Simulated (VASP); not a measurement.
# TaPtAu: single point with PBE

The system is TaPtAu.

```
Ta Pt Au
1.0
     3.95358    0.00000    0.00000
     0.00000    3.95358    0.00000
     0.00000    0.00000    6.81545
Ta Pt Au
2 2 2
Direct
  0.50000 0.00000 0.70730
  0.00000 0.50000 0.29270
  0.50000 0.50000 0.00000
  0.00000 0.00000 0.00000
  0.50000 0.00000 0.31510
  0.00000 0.50000 0.68490
```

- Program: VASP 6.6.1
- Task: single point
- Functional: PBE
- Potentials or basis: VASP PAW PBE potentials, release 64 (Ta_pv, Pt, Au)
- Cutoff: 520 eV
- k mesh: 10 × 10 × 6
- Occupations: gaussian, width 0.1 eV
- Spin: no spin polarisation
- Dipole correction: no
- Further INCAR settings: ALGO = Fast; EDIFF = 1e-06; NBANDS = 41

```yaml
Pressure: -0.3 GPa
Largest_force: 0.008 eV/Å
Band_gap_on_the_k_mesh: zero (band 32 reaches 9.75 eV, above the bottom of band 33 at 8.04 eV)
```

Forces in eV/Å, atoms in the order of the input:
```
Ta   0.000  0.000  0.008
Ta   0.000  0.000 -0.008
Pt   0.000  0.000  0.000
Pt   0.000  0.000  0.000
Au   0.000  0.000 -0.003
Au   0.000  0.000  0.003
```

Levels at points of the mesh, in eV from the Fermi level:
```csv
k point,band 30,band 31,band 32,band 33,band 34,band 35
"(0.00, 0.00, 0.00)",0.30,0.84,1.19,1.19,1.37,1.43
"(0.50, 0.00, 0.00)",-1.86,-1.75,-1.75,-0.20,-0.20,1.16
"(0.50, 0.50, 0.00)",-0.17,0.16,0.16,0.41,0.41,1.18
"(0.00, 0.00, 0.50)",-0.12,0.39,0.39,0.81,0.93,0.93
"(0.50, 0.00, 0.50)",-2.19,-0.87,-0.87,-0.52,-0.52,1.23
"(0.50, 0.50, 0.50)",-1.84,-1.12,-1.12,0.86,0.86,1.19
```

Run time: 12 min on 1 thread of AMD EPYC 7R13, on a shared host, peak memory 0.43 GiB.

Caveat: spin-orbit coupling is left out, which moves the levels of the heavy elements.
